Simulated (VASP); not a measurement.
# Sn3Mo (P6_3/mmc) in VASP: further runs

Sn3Mo is run at these levels: PBE; tasks: single point, relaxation of cell and atoms.

All numbers are computed with VASP 6.6.1; they aren't measurements. Logs are shortened: lines on timing, memory, paths and dates and some standing lists are left out, and cuts for length are marked.

## 1. The cell of the first run

Symmetry: P6_3/mmc, No. 194, hexagonal system. The conventional cell has a = 6.191 Å, b = 6.191 Å, c = 5.378 Å, α = 90.00°, β = 90.00°, γ = 120.00°. Sn (site symmetry mm2) has 8 Sn at 2.96 to 3.27 Å and 4 Mo at 3.10 to 3.19 Å within 3.9 Å. Within 4.1 Å of Mo (site symmetry -6m2) lie 12 Sn at 3.10 to 3.19 Å.

## 2. Single point, PBE

File INCAR:

```
ALGO = Fast
EDIFF = 1E-6
ENCUT = 520
GGA = PE
ISIF = 2
ISMEAR = 0
LASPH = True
LCHARG = True
LELF = True
LREAL = False
LVHAR = True
LWAVE = False
NBANDS = 66
NELM = 80
PREC = Accurate
SIGMA = 0.1
```

File KPOINTS:

```
k-points
0
Gamma
  3 3 4
```

File POSCAR:

```
Sn3Mo
1.0
    6.1910164111      0.0000000000      0.0000000000
   -3.0955082056      5.3615774873      0.0000000000
    0.0000000000      0.0000000000      5.3781239726
Sn Mo
6 2
Direct
    0.8259715322      0.6519430644      0.2500000000
    0.1740284678      0.8259715322      0.7500000000
    0.3480569356      0.1740284678      0.2500000000
    0.1740284678      0.3480569356      0.7500000000
    0.8259715322      0.1740284678      0.2500000000
    0.6519430644      0.8259715322      0.7500000000
    0.3333333333      0.6666666667      0.2500000000
    0.6666666667      0.3333333333      0.7500000000
```

Potentials or basis: VASP PAW PBE potentials, release 64 (Sn_d, Mo_sv).

Run with:

```
> cat potpaw_PBE.64/Sn_d/POTCAR potpaw_PBE.64/Mo_sv/POTCAR > POTCAR
> mpirun -np 1 vasp_std > vasp.out
```

OUTCAR:

```text
EDIFF = 1E-6
   ENCUT = 520
   GGA = PE
   ISIF = 2
   ISMEAR = 0
   LASPH = True
   LREAL = False
   NELM = 80
   PREC = Accurate

 ion  position               nearest neighbor table
   1  0.826  0.652  0.250-   3 2.96   5 2.96   7 3.10   7 3.10   8 3.19   8 3.19   3 3.23   5 3.23
                             2 3.27   2 3.27   6 3.27   6 3.27
   2  0.174  0.826  0.750-   6 2.96   4 2.96   8 3.10   8 3.10   7 3.19   7 3.19   6 3.23   4 3.23
                             1 3.27   1 3.27   3 3.27   3 3.27
   3  0.348  0.174  0.250-   5 2.96   1 2.96   7 3.10   7 3.10   8 3.19   8 3.19   5 3.23   1 3.23
                             4 3.27   4 3.27   2 3.27   2 3.27
   4  0.174  0.348  0.750-   6 2.96   2 2.96   8 3.10   8 3.10   7 3.19   7 3.19   6 3.23   2 3.23
                             5 3.27   5 3.27   3 3.27   3 3.27
   5  0.826  0.174  0.250-   3 2.96   1 2.96   7 3.10   7 3.10   8 3.19   8 3.19   3 3.23   1 3.23
                             4 3.27   4 3.27   6 3.27   6 3.27
   6  0.652  0.826  0.750-   2 2.96   4 2.96   8 3.10   8 3.10   7 3.19   7 3.19   2 3.23   4 3.23
                             1 3.27   1 3.27   5 3.27   5 3.27
   7  0.333  0.667  0.250-   1 3.10   3 3.10   5 3.10   5 3.10   1 3.10   3 3.10   2 3.19   2 3.19
                             6 3.19   6 3.19   4 3.19   4 3.19
   8  0.667  0.333  0.750-   4 3.10   6 3.10   2 3.10   2 3.10   4 3.10   6 3.10   5 3.19   5 3.19
                             3 3.19   3 3.19   1 3.19   1 3.19

  LATTYP: Found a hexagonal cell.
 ALAT       =     6.1910164111
 C/A-ratio  =     0.8686980643

  Lattice vectors:

 A1 = (   6.1910164111,   0.0000000000,   0.0000000000)
 A2 = (  -3.0955082056,   5.3615774873,   0.0000000000)
 A3 = (   0.0000000000,   0.0000000000,   5.3781239726)

Analysis of symmetry for initial positions (statically):
=====================================================================
 Subroutine PRICEL returns:
 Original cell was already a primitive cell.

 Routine SETGRP: Setting up the symmetry group for a
 hexagonal supercell.

 Subroutine GETGRP returns: Found 24 space group operations
 (whereof 12 operations were pure point group operations)
 out of a pool of 24 trial point group operations.

The static configuration has the point symmetry D_3d.
 The point group associated with its full space group is D_6h.

Analysis of symmetry for dynamics (positions and initial velocities):
=====================================================================
 Subroutine PRICEL returns:
 Original cell was already a primitive cell.

 Routine SETGRP: Setting up the symmetry group for a
 hexagonal supercell.

 Subroutine GETGRP returns: Found 24 space group operations
 (whereof 12 operations were pure point group operations)
 out of a pool of 24 trial point group operations.

The dynamic configuration has the point symmetry D_3d.
 The point group associated with its full space group is D_6h.

 Subroutine INISYM returns: Found 24 space group operations
 (whereof 12 operations are pure point group operations),
 and found     1 'primitive' translations

----------------------------------------------------------------------------------------

                                     Primitive cell

  volume of cell :     178.5194

  direct lattice vectors                    reciprocal lattice vectors
     6.191016411  0.000000000  0.000000000     0.161524366  0.093256136  0.000000000
    -3.095508206  5.361577487  0.000000000     0.000000000  0.186512272  0.000000000
     0.000000000  0.000000000  5.378123973     0.000000000  0.000000000  0.185938443

  length of vectors
     6.191016411  6.191016411  5.378123973     0.186512272  0.186512272  0.185938443

  position of ions in fractional coordinates (direct lattice)
     0.825971532  0.651943064  0.250000000
     0.174028468  0.825971532  0.750000000
     0.348056936  0.174028468  0.250000000
     0.174028468  0.348056936  0.750000000
     0.825971532  0.174028468  0.250000000
     0.651943064  0.825971532  0.750000000
     0.333333333  0.666666667  0.250000000
     0.666666667  0.333333333  0.750000000

  ion indices of the primitive-cell ions
   primitive index   ion index
                 1           1
                 2           2
                 3           3
                 4           4
                 5           5
                 6           6
                 7           7
                 8           8

----------------------------------------------------------------------------------------

 KPOINTS: k-points

Automatic generation of k-mesh.
 Grid dimensions read from file:
 generate k-points for:    3    3    4

 Generating k-lattice:

  Cartesian coordinates                     Fractional coordinates (reciprocal lattice)
     0.053841455  0.031085379  0.000000000     0.333333333 -0.000000000  0.000000000
     0.000000000  0.062170757  0.000000000     0.000000000  0.333333333  0.000000000
     0.000000000  0.000000000  0.046484611     0.000000000  0.000000000  0.250000000

  Length of vectors
     0.062170757  0.062170757  0.046484611

  Shift w.r.t. Gamma in fractional coordinates (k-lattice)
     0.000000000  0.000000000  0.000000000

 Subroutine IBZKPT returns following result:
 ===========================================

 Found      9 irreducible k-points:

 Following reciprocal coordinates:
            Coordinates               Weight
  0.000000  0.000000  0.000000      1.000000
  0.333333  0.000000  0.000000      6.000000
  0.333333  0.333333  0.000000      2.000000
  0.000000  0.000000  0.250000      2.000000
  0.333333  0.000000  0.250000     12.000000
  0.333333  0.333333  0.250000      4.000000
  0.000000  0.000000  0.500000      1.000000
  0.333333  0.000000  0.500000      6.000000
  0.333333  0.333333  0.500000      2.000000
   k-points           NKPTS =      9   k-points in BZ     NKDIM =      9   number of bands    NBANDS=     66
   number of dos      NEDOS =    301   number of ions     NIONS =      8
   total plane-waves  NPLWV =  92160
   dimension x,y,z NGX =    48 NGY =   48 NGZ =   40
   dimension x,y,z NGXF=    96 NGYF=   96 NGZF=   80
   ions per type =               6   2
   NGX,Y,Z   is equivalent  to a cutoff of  12.89, 12.89, 12.36 a.u.
   NGXF,Y,Z  is equivalent  to a cutoff of  25.78, 25.78, 24.73 a.u.
 SYSTEM =  unknown system
   PREC   = accura    normal or accurate (medium, high low for compatibility)
   ISTART =      0    job   : 0-new  1-cont  2-samecut
   ICHARG =      2    charge: 1-file 2-atom 10-const
   ISPIN  =      1    spin polarized calculation?
   LNONCOLLINEAR =      F non collinear calculations
   LSORBIT =      F    spin-orbit coupling
   LASPH  =      T    aspherical Exc in radial PAW
   ENCUT  =  520.0 eV  38.22 Ry    6.18 a.u.  11.51 11.51 10.00*2*pi/ulx,y,z
   NELM   =     80;   NELMIN=  2; NELMDL= -5     # of ELM steps
   EDIFF  = 0.1E-05   stopping-criterion for ELM
   LREAL  =      F    real-space projection
   EDIFFG = 0.1E-04   stopping-criterion for IOM
   NSW    =      0    number of steps for IOM
   IBRION =     -1    ionic relax: 0-MD 1-quasi-New 2-CG
   NFREE  =      0    steps in history (QN), initial steepest desc. (CG)
   ISIF   =      2    stress and relaxation
   ISYM   =      2    0-nonsym 1-usesym 2-fastsym
   POTIM  = 0.5000    time-step for ionic-motion
   TEBEG  =    0.0;   TEEND  =   0.0 temperature during run
   PSTRESS=    0.0 pullay stress
   NELECT =     112.0000    total number of electrons
   NUPDOWN=      -1.0000    fix difference up-down
   EMIN   =  10.00;   EMAX   =-10.00  energy-range for DOS
   EFERMI =   0.00;   METHOD = LEGACY
   ISMEAR =     0;   SIGMA  =   0.10  broadening in eV -4-tet -1-fermi 0-gaus
   EFERMI_NEDOS =   21; number of points for ismear=-14 and -15
   IALGO  =     68    algorithm
   IMIX   =      4    mixing-type and parameters
     AMIX     =   0.40;   BMIX     =  1.00
     AMIX_MAG =   1.60;   BMIX_MAG =  1.00
  volume/ion in A,a.u.               =      22.31       150.59
  Fermi-wavevector in a.u.,A,eV,Ry     =   1.401476  2.648406 26.723686  1.964135
  Thomas-Fermi vector in A             =   2.524334
   LORBIT       =      0    0 simple, 1 ext, 2 COOP (PROOUT), +10 PAW based schemes
   GGA     = PE    functional components
   LHFCALC =     F    Hartree Fock is set to
   AEXX    =    0.0000 exact exchange contribution
   IVDW    =     0    specifies the selected vdW correction
   LEPSILON=     F    determine dielectric tensor
   LRPA    =     F    only Hartree local field effects (RPA)
 non-spin polarized calculation
 RMM-DIIS sequential band-by-band and
 Gauss-broadening in eV      SIGMA  =   0.10
  energy-cutoff  :      520.00
  volume of cell :      178.52
 maximum number of plane-waves:      4880
 NGX is ok and might be reduce to    48
   NGX = 23   NGY = 23   NGZ = 19

 number of electron     112.0000032 magnetization

 Free energy of the ion-electron system (eV)
  ---------------------------------------------------
  ext. energy  EPLUGINS =         0.00000000
  ---------------------------------------------------
  free energy    TOTEN  =       -40.44516959 eV

  energy without entropy =      -40.41880111  energy(sigma->0) =      -40.43198535

 E-fermi :   9.9727     XC(G=0): -11.3341

 val. band max:        9.9511138320   @ k =   0.3333   0.3333   0.5000
 cond. band min:       9.9839145147   @ k =   0.3333   0.3333   0.0000
 fundamental gap:      0.0328006827
 Fermi energy:         9.9726601416

 k-point     1 :       0.0000    0.0000    0.0000
  band No.  band energies     occupation
      1     -50.8247      2.00000
      2     -50.8244      2.00000
      3     -24.9580      2.00000
      4     -24.9580      2.00000
      5     -24.9541      2.00000
      6     -24.9541      2.00000
[... 58 lines left out ...]
     65      12.0253      0.00000
     66      13.2581      0.00000

 k-point     2 :       0.3333    0.0000    0.0000
  band No.  band energies     occupation
      1     -50.8246      2.00000
      2     -50.8244      2.00000
      3     -24.9586      2.00000
      4     -24.9583      2.00000
      5     -24.9557      2.00000
      6     -24.9542      2.00000
[... 541 lines left out ...]
     65      13.1854      0.00000
     66      13.1863      0.00000

------------------------ aborting loop because EDIFF is reached ----------------------------------------

  FORCE on cell =-STRESS in cart. coord.  units (eV):
  Direction    XX          YY          ZZ          XY          YZ          ZX
  --------------------------------------------------------------------------------------
  -------------------------------------------------------------------------------------
  Total       -0.0560019     -0.0560019      0.0253488      0.0000000      0.0000000     -0.0000000
  in kB       -0.5026060     -0.5026060      0.2275005      0.0000000      0.0000000     -0.0000000
  external PRESSURE =      -0.2592372 kB  Pullay stress =       0.0000000 kB

 VOLUME and BASIS-vectors are now :
 -----------------------------------------------------------------------------
  energy-cutoff  :      520.00
  volume of cell :      178.52
      direct lattice vectors                 reciprocal lattice vectors
     6.191016411  0.000000000  0.000000000     0.161524366  0.093256136  0.000000000
    -3.095508206  5.361577487  0.000000000     0.000000000  0.186512272  0.000000000
     0.000000000  0.000000000  5.378123973     0.000000000  0.000000000  0.185938443

 POSITION                                       TOTAL-FORCE (eV/Angst)
 -----------------------------------------------------------------------------------
      3.09551      3.49544      1.34453         0.000000     -0.008407     -0.000000
     -1.47939      4.42851      4.03359         0.007281     -0.004204      0.000000
      1.61612      0.93307      1.34453         0.007281      0.004204     -0.000000
     -0.00000      1.86613      4.03359        -0.000000      0.008407      0.000000
      4.57490      0.93307      1.34453        -0.007281      0.004204      0.000000
      1.47939      4.42851      4.03359        -0.007281     -0.004204      0.000000
     -0.00000      3.57438      1.34453         0.000000     -0.000000      0.000000
      3.09551      1.78719      4.03359         0.000000     -0.000000      0.000000
 -----------------------------------------------------------------------------------
    total drift:                               -0.000001      0.000000     -0.000000

  FREE ENERGIE OF THE ION-ELECTRON SYSTEM (eV)
  ---------------------------------------------------
  free  energy   TOTEN  =       -40.4451695906 eV

  energy  without entropy=      -40.4188011091  energy(sigma->0) =      -40.43198535
```

Run time: 2.3 min. Hardware: 1 thread of Intel Xeon Platinum 8488C (Sapphire Rapids), shared host; peak memory 0.32 GiB.

Results:

```
Free energy            : -40.4452 eV
Pressure               : 0.0 GPa
Largest force          : 0.008 eV/Å
Band gap on the k mesh : zero (bands 56 and 57 overlap by 0.33 eV)
```

Forces on the atoms (eV/Å):
```
Sn   0.000 -0.008  0.000
Sn   0.007 -0.004  0.000
Sn   0.007  0.004  0.000
Sn   0.000  0.008  0.000
Sn  -0.007  0.004  0.000
Sn  -0.007 -0.004  0.000
Mo   0.000  0.000  0.000
Mo   0.000  0.000  0.000
```

Caveat: the k points lie up to 0.39 Å⁻¹ apart; spin-orbit coupling is left out, which moves the levels of the heavy elements.

(Part 1 of 2 ends here.)
